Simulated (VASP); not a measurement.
# CoO (P3m1) in VASP: notebook

CoO is run at these levels: LDA; tasks: single point.

Everything below comes from runs of VASP 6.6.1. Logs are shortened: lines on timing, memory, paths and dates and some standing lists are left out, and cuts for length are marked.

## Step 1: The cell of the first run

The typed cell holds 4 atoms: a = 3.198 Å, b = 3.198 Å, c = 5.229 Å, α = 90.00°, β = 90.00°, γ = 120.00°.

## Step 2: Single point, LDA, collinear spin, ferromagnetic start

Contents of INCAR:

```
PREC = Accurate
ENCUT = 520
EDIFF = 1E-7
ISMEAR = 0
SIGMA = 0.05
LREAL = False
LASPH = True
NELM = 150
ALGO = Normal
ISIF = 2
LWAVE = False
LCHARG = False
ISPIN = 2
MAGMOM = 2 2 0 0
LORBIT = 11
LMAXMIX = 4
GGA = CA
NBANDS = 27
```

Contents of KPOINTS:

```
regular mesh
0
Gamma
  10 10 5
```

Contents of POSCAR:

```
CoO
1.0
    3.1976457435      0.0000000000      0.0000000000
   -1.5988228718      2.7692424462      0.0000000000
    0.0000000000      0.0000000000      5.2287097100
Co O
2 2
Direct
    0.3333333333      0.6666666667      0.5033624100
    0.0000000000      0.0000000000      0.0034741400
    0.3333333333      0.6666666667      0.8715556000
    0.0000000000      0.0000000000      0.3716088500
```

Potentials or basis: VASP PAW LDA potentials, release 64 (Co, O).

Launch:

```bash
> cat potpaw_LDA.64/Co/POTCAR potpaw_LDA.64/O/POTCAR > POTCAR
> mpirun -np 1 vasp_std > vasp.out
```

OUTCAR:

```text
PREC = Accurate
   ENCUT = 520
   EDIFF = 1E-7
   ISMEAR = 0
   LREAL = False
   LASPH = True
   NELM = 150
   ISIF = 2
   ISPIN = 2
   LORBIT = 11
   GGA = CA

 ion  position               nearest neighbor table
   1  0.333  0.667  0.503-   3 1.93   4 1.97   4 1.97   4 1.97
   2  0.000  0.000  0.003-   4 1.92   3 1.97   3 1.97   3 1.97
   3  0.333  0.667  0.872-   1 1.93   2 1.97   2 1.97   2 1.97
   4  0.000  0.000  0.372-   2 1.92   1 1.97   1 1.97   1 1.97

  LATTYP: Found a hexagonal cell.
 ALAT       =     3.1976457435
 C/A-ratio  =     1.6351747909

  Lattice vectors:

 A1 = (   3.1976457435,   0.0000000000,   0.0000000000)
 A2 = (  -1.5988228718,   2.7692424462,   0.0000000000)
 A3 = (   0.0000000000,   0.0000000000,   5.2287097100)

Analysis of symmetry for initial positions (statically):
=====================================================================
 Subroutine PRICEL returns:
 Original cell was already a primitive cell.

 Routine SETGRP: Setting up the symmetry group for a
 hexagonal supercell.

 Subroutine GETGRP returns: Found  6 space group operations
 (whereof  6 operations were pure point group operations)
 out of a pool of 24 trial point group operations.

The static configuration has the point symmetry C_3v.

Analysis of symmetry for dynamics (positions and initial velocities):
=====================================================================
 Subroutine PRICEL returns:
 Original cell was already a primitive cell.

 Routine SETGRP: Setting up the symmetry group for a
 hexagonal supercell.

 Subroutine GETGRP returns: Found  6 space group operations
 (whereof  6 operations were pure point group operations)
 out of a pool of 24 trial point group operations.

The dynamic configuration has the point symmetry C_3v.

Analysis of structural, dynamic, and magnetic symmetry:
=====================================================================
 Subroutine PRICEL returns:
 Original cell was already a primitive cell.

 Routine SETGRP: Setting up the symmetry group for a
 hexagonal supercell.

 Subroutine GETGRP returns: Found  6 space group operations
 (whereof  6 operations were pure point group operations)
 out of a pool of 24 trial point group operations.

The overall configuration has the point symmetry C_3v.

 Subroutine INISYM returns: Found  6 space group operations
 (whereof  6 operations are pure point group operations),
 and found     1 'primitive' translations

----------------------------------------------------------------------------------------

                                     Primitive cell

  volume of cell :      46.3005

  direct lattice vectors                    reciprocal lattice vectors
     3.197645743  0.000000000  0.000000000     0.312730077  0.180554794  0.000000000
    -1.598822872  2.769242446  0.000000000     0.000000000  0.361109588  0.000000000
     0.000000000  0.000000000  5.228709710     0.000000000  0.000000000  0.191251773

  length of vectors
     3.197645743  3.197645744  5.228709710     0.361109588  0.361109588  0.191251773

  position of ions in fractional coordinates (direct lattice)
     0.333333333  0.666666667  0.503362410
     0.000000000  0.000000000  0.003474140
     0.333333333  0.666666667  0.871555600
     0.000000000  0.000000000  0.371608850

  ion indices of the primitive-cell ions
   primitive index   ion index
                 1           1
                 2           2
                 3           3
                 4           4

----------------------------------------------------------------------------------------

 KPOINTS: regular mesh

Automatic generation of k-mesh.
 Grid dimensions read from file:
 generate k-points for:   10   10    5

 Generating k-lattice:

  Cartesian coordinates                     Fractional coordinates (reciprocal lattice)
     0.031273008  0.018055479  0.000000000     0.100000000 -0.000000000  0.000000000
     0.000000000  0.036110959  0.000000000     0.000000000  0.100000000  0.000000000
     0.000000000  0.000000000  0.038250355     0.000000000  0.000000000  0.200000000

  Length of vectors
     0.036110959  0.036110959  0.038250355

  Shift w.r.t. Gamma in fractional coordinates (k-lattice)
     0.000000000  0.000000000  0.000000000

 Subroutine IBZKPT returns following result:
 ===========================================

 Found     58 irreducible k-points:

 Following reciprocal coordinates:
            Coordinates               Weight
  0.000000  0.000000  0.000000      1.000000
  0.100000  0.000000  0.000000      6.000000
  0.200000  0.000000  0.000000      6.000000
  0.300000  0.000000  0.000000      6.000000
  0.400000  0.000000  0.000000      6.000000
  0.500000  0.000000  0.000000      3.000000
[... 16 lines left out ...]
  0.000000  0.400000  0.200000      6.000000
  0.500000  0.000000  0.200000      6.000000
 [... further k-points ...]
   k-points           NKPTS =     58   k-points in BZ     NKDIM =     58   number of bands    NBANDS=     27
   number of dos      NEDOS =    301   number of ions     NIONS =      4
   total plane-waves  NPLWV =  23040
   dimension x,y,z NGX =    24 NGY =   24 NGZ =   40
   dimension x,y,z NGXF=    48 NGYF=   48 NGZF=   80
   ions per type =               2   2
   NGX,Y,Z   is equivalent  to a cutoff of  12.48, 12.48, 12.72 a.u.
   NGXF,Y,Z  is equivalent  to a cutoff of  24.96, 24.96, 25.44 a.u.
 SYSTEM =  unknown system
   PREC   = accura    normal or accurate (medium, high low for compatibility)
   ISTART =      0    job   : 0-new  1-cont  2-samecut
   ICHARG =      2    charge: 1-file 2-atom 10-const
   ISPIN  =      2    spin polarized calculation?
   LNONCOLLINEAR =      F non collinear calculations
   LSORBIT =      F    spin-orbit coupling
   LASPH  =      T    aspherical Exc in radial PAW
   ENCUT  =  520.0 eV  38.22 Ry    6.18 a.u.   5.95  5.95  9.72*2*pi/ulx,y,z
   NELM   =    150;   NELMIN=  2; NELMDL= -5     # of ELM steps
   EDIFF  = 0.1E-06   stopping-criterion for ELM
   LREAL  =      F    real-space projection
   EDIFFG = 0.1E-05   stopping-criterion for IOM
   NSW    =      0    number of steps for IOM
   IBRION =     -1    ionic relax: 0-MD 1-quasi-New 2-CG
   NFREE  =      0    steps in history (QN), initial steepest desc. (CG)
   ISIF   =      2    stress and relaxation
   ISYM   =      2    0-nonsym 1-usesym 2-fastsym
   POTIM  = 0.5000    time-step for ionic-motion
   TEBEG  =    0.0;   TEEND  =   0.0 temperature during run
   PSTRESS=    0.0 pullay stress
   NELECT =      30.0000    total number of electrons
   NUPDOWN=      -1.0000    fix difference up-down
   EMIN   =  10.00;   EMAX   =-10.00  energy-range for DOS
   EFERMI =   0.00;   METHOD = LEGACY
   ISMEAR =     0;   SIGMA  =   0.05  broadening in eV -4-tet -1-fermi 0-gaus
   EFERMI_NEDOS =   21; number of points for ismear=-14 and -15
   IALGO  =     38    algorithm
   IMIX   =      4    mixing-type and parameters
     AMIX     =   0.40;   BMIX     =  1.00
     AMIX_MAG =   1.60;   BMIX_MAG =  1.00
  volume/ion in A,a.u.               =      11.58        78.11
  Fermi-wavevector in a.u.,A,eV,Ry     =   1.416620  2.677023 27.304329  2.006812
  Thomas-Fermi vector in A             =   2.537935
   LORBIT       =     11    0 simple, 1 ext, 2 COOP (PROOUT), +10 PAW based schemes
   GGA     = CA    functional components
   LHFCALC =     F    Hartree Fock is set to
   AEXX    =    0.0000 exact exchange contribution
   IVDW    =     0    specifies the selected vdW correction
   LEPSILON=     F    determine dielectric tensor
   LRPA    =     F    only Hartree local field effects (RPA)
 spin polarized calculation
 Gauss-broadening in eV      SIGMA  =   0.05
  energy-cutoff  :      520.00
  volume of cell :       46.30
 maximum number of plane-waves:      1269
   NGX = 11   NGY = 11   NGZ = 19

 number of electron      30.0000009 magnetization       5.2927676

 Free energy of the ion-electron system (eV)
  ---------------------------------------------------
  ext. energy  EPLUGINS =         0.00000000
  ---------------------------------------------------
  free energy    TOTEN  =       -29.69589332 eV

  energy without entropy =      -29.68799715  energy(sigma->0) =      -29.69194523

 E-fermi :   5.4915     XC(G=0): -11.6556

 val. band max:        5.4903277137   @ k =   0.1000   0.0000   0.0000
 cond. band min:       5.4935695993   @ k =   0.3000   0.1000   0.2000
 fundamental gap:      0.0032418856
 Fermi energy:         5.4915322997

 spin component 1

 k-point     1 :       0.0000    0.0000    0.0000
  band No.  band energies     occupation
      1     -14.1673      1.00000
      2     -13.5119      1.00000
      3      -1.4859      1.00000
      4      -0.5997      1.00000
      5      -0.4015      1.00000
      6      -0.4015      1.00000
[... 19 lines left out ...]
     26      20.2295      0.00000
     27      21.8050      0.00000

 k-point     2 :       0.1000    0.0000    0.0000
  band No.  band energies     occupation
      1     -14.1149      1.00000
      2     -13.4888      1.00000
      3      -1.3905      1.00000
      4      -0.5829      1.00000
      5      -0.5256      1.00000
      6      -0.3748      1.00000
[... 19 lines left out ...]
     26      20.4881      0.00000
     27      21.3138      0.00000

 k-point     3 :       0.2000    0.0000    0.0000
  band No.  band energies     occupation
      1     -13.9727      1.00000
      2     -13.4309      1.00000
      3      -1.1600      1.00000
      4      -0.8406      1.00000
      5      -0.4849      1.00000
      6      -0.3085      1.00000
[... 594 lines left out ...]
      1     -13.5797      1.00000
      2     -13.3567      1.00000
      3      -1.3986      1.00000
      4      -1.1917      1.00000
      5      -0.3282      1.00000
      6      -0.1540      1.00000
[... 19 lines left out ...]
     26      19.4002      0.00000
     27      20.8693      0.00000

 k-point    24 :       0.5000    0.0000    0.2000
  band No.  band energies     occupation
      1     -13.5076      1.00000
      2     -13.3471      1.00000
      3      -1.3891      1.00000
      4      -1.2940      1.00000
      5      -0.2864      1.00000
      6      -0.1372      1.00000
[... 19 lines left out ...]
     26      19.4265      0.00000
     27      20.8906      0.00000

 [... further k-points ...]

 spin component 2

 k-point     1 :       0.0000    0.0000    0.0000
  band No.  band energies     occupation
      1     -13.6704      1.00000
      2     -12.9860      1.00000
      3      -1.0146      1.00000
      4       0.4402      1.00000
      5       0.5852      1.00000
      6       0.5852      1.00000
[... 19 lines left out ...]
     26      20.7105      0.00000
     27      22.3941      0.00000

 k-point     2 :       0.1000    0.0000    0.0000
  band No.  band energies     occupation
      1     -13.6159      1.00000
      2     -12.9619      1.00000
      3      -0.9152      1.00000
      4       0.3728      1.00000
      5       0.4777      1.00000
      6       0.6035      1.00000
[... 19 lines left out ...]
     26      21.0187      0.00000
     27      21.8589      0.00000

 k-point     3 :       0.2000    0.0000    0.0000
  band No.  band energies     occupation
      1     -13.4681      1.00000
      2     -12.9013      1.00000
      3      -0.6513      1.00000
      4      -0.0508      1.00000
      5       0.3923      1.00000
      6       0.5799      1.00000
[... 594 lines left out ...]
      1     -13.0576      1.00000
      2     -12.8241      1.00000
      3      -0.8258      1.00000
      4      -0.5996      1.00000
      5       0.3436      1.00000
      6       0.7479      1.00000
[... 19 lines left out ...]
     26      19.9246      0.00000
     27      21.4563      0.00000

 k-point    24 :       0.5000    0.0000    0.2000
  band No.  band energies     occupation
      1     -12.9818      1.00000
      2     -12.8142      1.00000
      3      -0.8826      1.00000
      4      -0.6824      1.00000
      5       0.3974      1.00000
      6       0.7573      1.00000
[... 19 lines left out ...]
     26      19.9495      0.00000
     27      21.4886      0.00000

 [... further k-points ...]

------------------------ aborting loop because EDIFF is reached ----------------------------------------

  FORCE on cell =-STRESS in cart. coord.  units (eV):
  Direction    XX          YY          ZZ          XY          YZ          ZX
  --------------------------------------------------------------------------------------
  -------------------------------------------------------------------------------------
  Total       -5.1034178     -5.1034178     -4.0230612      0.0000000     -0.0000000      0.0000000
  in kB     -176.5980254   -176.5980254   -139.2135032      0.0000000     -0.0000000      0.0000000
  external PRESSURE =    -164.1365180 kB  Pullay stress =       0.0000000 kB

 VOLUME and BASIS-vectors are now :
 -----------------------------------------------------------------------------
  energy-cutoff  :      520.00
  volume of cell :       46.30
      direct lattice vectors                 reciprocal lattice vectors
     3.197645743  0.000000000  0.000000000     0.312730077  0.180554794  0.000000000
    -1.598822872  2.769242446  0.000000000     0.000000000  0.361109588  0.000000000
     0.000000000  0.000000000  5.228709710     0.000000000  0.000000000  0.191251773

 POSITION                                       TOTAL-FORCE (eV/Angst)
 -----------------------------------------------------------------------------------
     -0.00000      1.84616      2.63194         0.000000     -0.000000     -0.269052
      0.00000      0.00000      0.01817         0.000000     -0.000000     -0.273232
     -0.00000      1.84616      4.55711        -0.000000      0.000000      0.271186
      0.00000      0.00000      1.94303         0.000000     -0.000000      0.271098
 -----------------------------------------------------------------------------------
    total drift:                               -0.000000     -0.000001     -0.000801

  FREE ENERGIE OF THE ION-ELECTRON SYSTEM (eV)
  ---------------------------------------------------
  free  energy   TOTEN  =       -29.6958933215 eV

  energy  without entropy=      -29.6879971452  energy(sigma->0) =      -29.69194523

 total charge

# of ion       s       p       d       tot
------------------------------------------
    1        0.347   0.438   7.215   8.000
    2        0.347   0.438   7.215   8.000
    3        1.541   3.398   0.000   4.939
    4        1.541   3.399   0.000   4.939
--------------------------------------------------
tot          3.776   7.673  14.429  25.878

 magnetization (x)

# of ion       s       p       d       tot
------------------------------------------
    1        0.013   0.051   2.207   2.270
    2        0.013   0.051   2.207   2.271
    3        0.019   0.268   0.000   0.287
    4        0.019   0.268   0.000   0.287
--------------------------------------------------
tot          0.064   0.637   4.414   5.116
```

Run time: 68 s. Hardware: 1 thread of AMD EPYC 9R45 (Zen 5), shared host; peak memory 0.19 GiB.

What came out:

- Free energy: -29.6959 eV
- Pressure: -16.4 GPa
- Largest force: 0.273 eV/Å
- Net moment: 5.29 μB per cell
- Site moments: Co +2.27; O +0.29 μB
- Valence electrons inside the program's atomic spheres: Co 8.00; O 4.94

Forces on the atoms (eV/Å):
```
Co   0.000  0.000 -0.269
Co   0.000  0.000 -0.273
O    0.000  0.000  0.271
O    0.000  0.000  0.271
```

Caveat: the cell stands under tension; semilocal functionals often make such compounds metallic where correlation or magnetic order opens a gap, which also shifts bond lengths. With open d or f shells a metallic result of LDA can be an artefact of self-interaction; +U or a hybrid may open a gap.

## Step 3: Single point, LDA, collinear spin, ferromagnetic start

Contents of INCAR:

```
SYSTEM = CoO
PREC = Accurate ; ENCUT = 520
EDIFF = 1E-7 ; ISMEAR = -1
SIGMA = 0.05 ; LREAL = .False.
LASPH = .True. ; NELM = 150
ALGO = Normal ; ISIF = 2
LWAVE = .False. ; LCHARG = .False.
ISPIN = 2 ; MAGMOM = 2 2 0 0
LORBIT = 11 ; LMAXMIX = 4
GGA = CA ; NBANDS = 27
```

Contents of KPOINTS:

```
Automatic mesh
0
Gamma
  10 10 5
  0 0 0
```

POSCAR is that of step 2.

Potentials or basis: VASP PAW LDA potentials, release 64 (Co, O).

Launch:

```bash
> cat potpaw_LDA.64/Co/POTCAR potpaw_LDA.64/O/POTCAR > POTCAR
> mpirun -np 1 vasp_std > vasp.out
```

Run time: 3.7 min. Hardware: 1 thread of Intel Xeon 8259CL, shared host; peak memory 0.22 GiB.

It converged, with:

| Quantity | Value |
| --- | --- |
| Free energy | -29.7188 eV |
| Pressure | -16.3 GPa |
| Largest force | 0.242 eV/Å |
| Net moment | 5.30 μB per cell |
| Site moments | Co +2.27; O +0.29 μB |
| Valence electrons inside the program's atomic spheres | Co 8.00; O 4.94 |

Forces in eV/Å, atoms in the order of the input:
```
Co   0.000  0.000 -0.238
Co   0.000  0.000 -0.242
O    0.000  0.000  0.240
O    0.000  0.000  0.240
```

Stress tensor (GPa, compression positive):
```
-17.63   0.00   0.00
  0.00 -17.63   0.00
  0.00   0.00 -13.65
```

Levels at points of the mesh, in eV from the Fermi level:
Spin up:
| k point | band 15 | band 16 | band 17 | band 18 | band 19 | band 20 | band 21 | band 22 |
| --- | --- | --- | --- | --- | --- | --- | --- | --- |
| (0.00, 0.00, 0.00) | -0.43 | 0.16 | 0.42 | 0.47 | 0.47 | 5.46 | 7.08 | 13.56 |
| (0.50, 0.00, 0.00) | -1.61 | -1.52 | -0.45 | -0.30 | 5.69 | 6.07 | 7.26 | 9.28 |
Spin down:
```
           k point  band 8  band 9  band 10  band 11  band 12  band 13  band 14  band 15  band 16  band 17
(0.00, 0.00, 0.00)   -4.67   -0.69    -0.69    -0.15    -0.15    -0.13     0.66     1.34     1.34     2.20
(0.50, 0.00, 0.00)   -4.44   -0.87    -0.81    -0.19    -0.05    -0.05    -0.02     0.46     0.53     1.38
```

Caveat: the cell stands under tension; semilocal functionals often make such compounds metallic where correlation or magnetic order opens a gap, which also shifts bond lengths.
